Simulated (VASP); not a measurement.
Here is a VASP 6.6.1 calculation.

The input INCAR:

```
PREC = Accurate
ENCUT = 520
EDIFF = 1E-8
ISMEAR = 0
SIGMA = 0.01
LREAL = False
LASPH = True
NELM = 100
ALGO = Normal
ISIF = 2
LWAVE = False
LCHARG = True
GGA = PE
NBANDS = 15
IBRION = 8
NSW = 1
LEPSILON = True
```

The input KPOINTS:

```
Automatic mesh
0
Gamma
  6 6 6
```

File POSCAR:

```
RbBr
1.0
    4.0460410221      0.0000000000      0.0000000000
    0.0000000000      4.0460410221      0.0000000000
    0.0000000000      0.0000000000      4.0460410221
Rb Br
1 1
Direct
    0.0000000000      0.0000000000      0.0000000000
    0.5000000000      0.5000000000      0.5000000000
```

Potentials or basis: VASP PAW PBE potentials, release 64 (Rb_sv, Br).

Command:

```console
$ cat potpaw_PBE.64/Rb_sv/POTCAR potpaw_PBE.64/Br/POTCAR > POTCAR
$ mpirun -np 1 vasp_std > vasp.out
```

Question: Estimate the electronic dielectric tensor (diagonal).

Answer: 2.99.

Question: What does it give for the Born charges (mean of the diagonal)?

Answer: Rb +1.24; Br -1.24 e.

Question: What does it give for the highest phonon frequency at Γ, LO-TO splitting left out?

Answer: 87 cm⁻¹.

Electronic dielectric tensor:
```
2.99 0.00 0.00
0.00 2.99 0.00
0.00 0.00 2.99
```

Caveat: the cell stands under pressure or tension, which shifts response properties.
